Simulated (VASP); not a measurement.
# TaN (P-6m2) in VASP: notebook, part 3 of 3

VASP 6.6.1.

### 5 Electric field gradients, r2SCAN

This run uses another cell than the first one, of 10.78 Å³/atom, 2.000 times its volume.

The input, POSCAR:

```
TaN
1.0
    2.9380000000      0.0000000000      0.0000000000
   -1.4690000000      2.5443826363      0.0000000000
    0.0000000000      0.0000000000      2.8830000000
Ta N
1 1
Direct
    0.3333333333      0.6666666667      0.5000000000
    0.0000000000      0.0000000000      0.0000000000
```

The input, INCAR.step1:

```
PREC = Accurate
ENCUT = 520
ISMEAR = -1
SIGMA = 0.03
LREAL = F
LASPH = T
NELM = 80
NBANDS = 15
GGA = PE
ALGO = Normal
EDIFF = 1E-4
LWAVE = T
LCHARG = F
```

The input, INCAR.step2:

```
PREC = Accurate
ENCUT = 520
EDIFF = 1E-8
ISMEAR = -1
SIGMA = 0.03
LREAL = F
LASPH = T
NELM = 80
ALGO = Normal
ISIF = 2
LWAVE = F
LCHARG = F
METAGGA = R2SCAN
LMIXTAU = T
LEFG = T
NBANDS = 15
ISTART = 1
```

The input, KPOINTS:

```
regular mesh
0
Gamma
  11 11 10
```

Potentials or basis: VASP PAW PBE potentials, release 64 (Ta_pv, N).

Started as:

```bash
$ cat potpaw_PBE.64/Ta_pv/POTCAR potpaw_PBE.64/N/POTCAR > POTCAR
$ cp INCAR.step1 INCAR
$ mpirun -np 1 vasp_std > vasp.out
$ cp INCAR.step2 INCAR
$ mpirun -np 1 vasp_std > vasp.out
```

OUTCAR:

```text
PREC = Accurate
   ENCUT = 520
   EDIFF = 1E-8
   ISMEAR = -1
   LREAL = F
   LASPH = T
   NELM = 80
   ISIF = 2
   METAGGA = R2SCAN
   ISTART = 1

 ion  position               nearest neighbor table
   1  0.333  0.667  0.500-   2 2.23   2 2.23   2 2.23   2 2.23   2 2.23   2 2.23
   2  0.000  0.000  0.000-   1 2.23   1 2.23   1 2.23   1 2.23   1 2.23   1 2.23

  LATTYP: Found a hexagonal cell.
 ALAT       =     2.9380000000
 C/A-ratio  =     0.9812797822

  Lattice vectors:

 A1 = (   2.9380000000,   0.0000000000,   0.0000000000)
 A2 = (  -1.4690000000,   2.5443826363,   0.0000000000)
 A3 = (   0.0000000000,   0.0000000000,   2.8830000000)

Analysis of symmetry for initial positions (statically):
=====================================================================
 Subroutine PRICEL returns:
 Original cell was already a primitive cell.

 Routine SETGRP: Setting up the symmetry group for a
 hexagonal supercell.

 Subroutine GETGRP returns: Found 12 space group operations
 (whereof 12 operations were pure point group operations)
 out of a pool of 24 trial point group operations.

The static configuration has the point symmetry D_3h.

Analysis of symmetry for dynamics (positions and initial velocities):
=====================================================================
 Subroutine PRICEL returns:
 Original cell was already a primitive cell.

 Routine SETGRP: Setting up the symmetry group for a
 hexagonal supercell.

 Subroutine GETGRP returns: Found 12 space group operations
 (whereof 12 operations were pure point group operations)
 out of a pool of 24 trial point group operations.

The dynamic configuration has the point symmetry D_3h.

 Subroutine INISYM returns: Found 12 space group operations
 (whereof 12 operations are pure point group operations),
 and found     1 'primitive' translations

----------------------------------------------------------------------------------------

                                     Primitive cell

  volume of cell :      21.5516

  direct lattice vectors                    reciprocal lattice vectors
     2.938000000  0.000000000  0.000000000     0.340367597  0.196511324  0.000000000
    -1.469000000  2.544382636  0.000000000     0.000000000  0.393022648  0.000000000
     0.000000000  0.000000000  2.883000000     0.000000000  0.000000000  0.346860909

  length of vectors
     2.938000000  2.938000000  2.883000000     0.393022648  0.393022648  0.346860909

  position of ions in fractional coordinates (direct lattice)
     0.333333333  0.666666667  0.500000000
     0.000000000  0.000000000  0.000000000

  ion indices of the primitive-cell ions
   primitive index   ion index
                 1           1
                 2           2

----------------------------------------------------------------------------------------

 KPOINTS: regular mesh

Automatic generation of k-mesh.
 Grid dimensions read from file:
 generate k-points for:   11   11   10

 Generating k-lattice:

  Cartesian coordinates                     Fractional coordinates (reciprocal lattice)
[... 75 lines left out ...]
   ISMEAR =    -1;   SIGMA  =   0.03  broadening in eV -4-tet -1-fermi 0-gaus
   EFERMI_NEDOS =   21; number of points for ismear=-14 and -15
   IALGO  =     38    algorithm
   IMIX   =      4    mixing-type and parameters
     AMIX     =   0.40;   BMIX     =  1.00
     AMIX_MAG =   1.60;   BMIX_MAG =  1.00
  volume/ion in A,a.u.               =      10.78        72.72
  Fermi-wavevector in a.u.,A,eV,Ry     =   1.482365  2.801264 29.897531  2.197407
  Thomas-Fermi vector in A             =   2.596160
   LORBIT       =      0    0 simple, 1 ext, 2 COOP (PROOUT), +10 PAW based schemes
   METAGGA = R2SCAN    functional components
   LHFCALC =     F    Hartree Fock is set to
   AEXX    =    0.0000 exact exchange contribution
   IVDW    =     0    specifies the selected vdW correction
   LEPSILON=     F    determine dielectric tensor
   LRPA    =     F    only Hartree local field effects (RPA)
 non-spin polarized calculation
  energy-cutoff  :      520.00
  volume of cell :       21.55
 maximum number of plane-waves:       599
 NGX is ok and might be reduce to    24
   NGX = 11   NGY = 11   NGZ = 11

 number of electron      16.0000001 magnetization

 Free energy of the ion-electron system (eV)
  ---------------------------------------------------
  ext. energy  EPLUGINS =         0.00000000
  ---------------------------------------------------
  free energy    TOTEN  =       -60.39585377 eV

  energy without entropy =      -60.39572318  energy(sigma->0) =      -60.39578847

 E-fermi :   8.2763     XC(G=0): -14.3481

 val. band max:        8.2441132061   @ k =   0.0000   0.0000   0.4000
 cond. band min:       8.4345362215   @ k =   0.0909  -0.0000   0.5000
 fundamental gap:      0.1904230153
 Fermi energy:         8.2762626640

 k-point     1 :       0.0000    0.0000    0.0000
  band No.  band energies     occupation
      1     -27.9227      2.00000
      2     -27.6618      2.00000
      3     -27.6618      2.00000
      4     -10.5909      2.00000
      5       3.3891      2.00000
      6       3.3891      2.00000
      7       3.8229      2.00000
      8       5.0723      2.00000
      9      10.7047      0.00000
     10      11.9730      0.00000
     11      11.9730      0.00000
     12      12.4473      0.00000
     13      12.4473      0.00000
     14      18.8247      0.00000
[... 401 lines left out ...]
      2     -27.9419      2.00000
      3     -27.7874      2.00000
      4      -9.4322      2.00000
      5       1.3655      2.00000
      6       3.1276      2.00000
      7       4.0110      2.00000
      8       5.4605      2.00000
      9      10.1860      0.00000
     10      11.3183      0.00000
     11      12.8292      0.00000
     12      13.3881      0.00000
     13      14.6975      0.00000
     14      18.8248      0.00000
     15      21.9569      0.00000

 [... further k-points ...]
[... 5 lines left out ...]
  --------------------------------------------------------------------------------------
  -------------------------------------------------------------------------------------
  Total        0.1482557      0.1482557      0.2589589      0.0000000      0.0000000      0.0000000
  in kB       11.0215642     11.0215642     19.2514109      0.0000000      0.0000000      0.0000000
  external PRESSURE =      13.7648464 kB  Pullay stress =       0.0000000 kB

 VOLUME and BASIS-vectors are now :
 -----------------------------------------------------------------------------
  energy-cutoff  :      520.00
  volume of cell :       21.55
      direct lattice vectors                 reciprocal lattice vectors
     2.938000000  0.000000000  0.000000000     0.340367597  0.196511324  0.000000000
    -1.469000000  2.544382636  0.000000000     0.000000000  0.393022648  0.000000000
     0.000000000  0.000000000  2.883000000     0.000000000  0.000000000  0.346860909

 POSITION                                       TOTAL-FORCE (eV/Angst)
 -----------------------------------------------------------------------------------
     -0.00000      1.69626      1.44150        -0.000000     -0.000000      0.000000
      0.00000      0.00000      0.00000         0.000000      0.000000      0.000000
 -----------------------------------------------------------------------------------
    total drift:                                0.000001     -0.000000     -0.000000

  FREE ENERGIE OF THE ION-ELECTRON SYSTEM (eV)
  ---------------------------------------------------
  free  energy   TOTEN  =       -60.3958537701 eV

  energy  without entropy=      -60.3957231765  energy(sigma->0) =      -60.39578847

 Electric field gradients (V/A^2)
---------------------------------------------------------------------
 ion       V_xx      V_yy      V_zz      V_xy      V_xz      V_yz
---------------------------------------------------------------------
   1      -4.223    -4.222     8.445     0.000     0.000    -0.000
   2      -0.282    -0.281     0.562     0.001    -0.000     0.000
---------------------------------------------------------------------

 Electric field gradients after diagonalization (V/A^2)
 (convention: |V_zz| > |V_xx| > |V_yy|)
----------------------------------------------------------------------
 ion       V_xx      V_yy      V_zz     asymmetry (V_yy - V_xx)/ V_zz
----------------------------------------------------------------------
   1      -4.223    -4.222     8.445       0.000
   2      -0.282    -0.280     0.562       0.004
----------------------------------------------------------------------

           NMR quadrupolar parameters

 Cq : quadrupolar parameter    Cq=e*Q*V_zz/h
 eta: asymmetry parameters     (V_yy - V_xx)/ V_zz
 Q  : nuclear electric quadrupole moment in mb (millibarn)
----------------------------------------------------------------------
 ion       Cq(MHz)       eta       Q (mb)
----------------------------------------------------------------------
   1       0.020       0.000       1.000
   2       0.001       0.004       1.000
----------------------------------------------------------------------
```

OUTCAR.step1:

```text
PREC = Accurate
   ENCUT = 520
   ISMEAR = -1
   LREAL = F
   LASPH = T
   NELM = 80
[... 652 lines left out ...]
 -----------------------------------------------------------------------------------
     -0.00000      1.69626      1.44150         0.000000      0.000000      0.000000
      0.00000      0.00000      0.00000         0.000000      0.000000      0.000000
 -----------------------------------------------------------------------------------
    total drift:                                0.000000     -0.000000     -0.000000

  FREE ENERGIE OF THE ION-ELECTRON SYSTEM (eV)
  ---------------------------------------------------
  free  energy   TOTEN  =       -22.4405897835 eV

  energy  without entropy=      -22.4404584665  energy(sigma->0) =      -22.44052413
```

Run time: 3.3 min. Hardware: 1 thread of Intel Xeon 8259CL, shared host; peak memory 0.17 GiB.

What came out:

* Free energy: -60.3959 eV
* Pressure: 1.4 GPa
* Band gap on the k mesh: zero (band 8 reaches 8.62 eV, above the bottom of band 9 at 8.14 eV)

Electric field gradients, principal values (V/Å²):
```
atom   least  middle  greatest (by size)
1 Ta  -4.222  -4.223               8.445
 2 N  -0.280  -0.282               0.562
```

Caveat: without QUAD_EFG the Cq values of the log hold for a quadrupole moment of 1 mb, not for the nuclei; the PAW data sets were made with another functional, which shifts forces and pressure a little; spin-orbit coupling is left out, which moves the levels of the heavy elements.

### 6 Summary

| cell | gap on the mesh (eV) | pressure (GPa) |
| --- | --- | --- |
| a = 2.669, b = 2.669, c = 2.619 Å, angles 90.0, 90.0, 120.0°, 2 atoms | none | 194.7 |
| a = 2.783, b = 2.783, c = 2.731 Å, angles 90.0, 90.0, 120.0°, 2 atoms | none | 85.7 |
| a = 2.938, b = 2.938, c = 2.883 Å, angles 90.0, 90.0, 120.0°, 2 atoms | none | 1.4 |

Alike in all rows: task electric field gradients; level r2SCAN; potentials or basis VASP PAW PBE potentials, release 64 (Ta_pv, N); no spin polarisation; k mesh 11 × 11 × 10; cutoff (eV) 520; smearing fermi-dirac 0.03 eV.

Caveats: the PAW data sets were made with another functional, which shifts forces and pressure a little; spin-orbit coupling is left out, which moves the levels of the heavy elements.

Absolute energies hang on the potentials; compare differences alone.
